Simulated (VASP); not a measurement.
Input of a VASP 6.6.1 run:

INCAR

```
SYSTEM = In
PREC = Accurate
ENCUT = 520
EDIFF = 1E-6
ISMEAR = -1
SIGMA = 0.1
LREAL = .False.
LASPH = .True.
NELM = 60
ALGO = Normal
ISIF = 2
LWAVE = .False.
LCHARG = .False.
GGA = CA
NBANDS = 34
```

The input KPOINTS:

```
regular mesh
0
Gamma
  12 12 4
  0 0 0
```

File POSCAR:

```
In
1.0
    3.1829796126      0.0000000000      0.0000000000
   -1.5914898063      2.7565412043      0.0000000000
    0.0000000000      0.0000000000     10.3278524749
In
4
Direct
    0.0000000000      0.0000000000      1.0000000000
    0.0000000000      0.0000000000      0.5000000000
    0.3333333333      0.6666666667      0.2500000000
    0.6666666667      0.3333333333      0.7500000000
```

Potentials or basis: VASP PAW LDA potentials, release 64 (In_d).

Run with:

```sh
$ cat potpaw_LDA.64/In_d/POTCAR > POTCAR
$ mpirun -np 1 vasp_std > vasp.out
```

Problem. Estimate the pressure.

Solution. 5.2 GPa.

Problem. Estimate the band gap on the k mesh.

Solution. Zero (band 26 reaches 13.08 eV, above the bottom of band 27 at 7.72 eV).

Stress tensor (GPa, compression positive):
```
5.19 0.00 0.00
0.00 5.19 0.00
0.00 0.00 5.36
```

Caveat: spin-orbit coupling is left out, which moves the levels of the heavy elements.
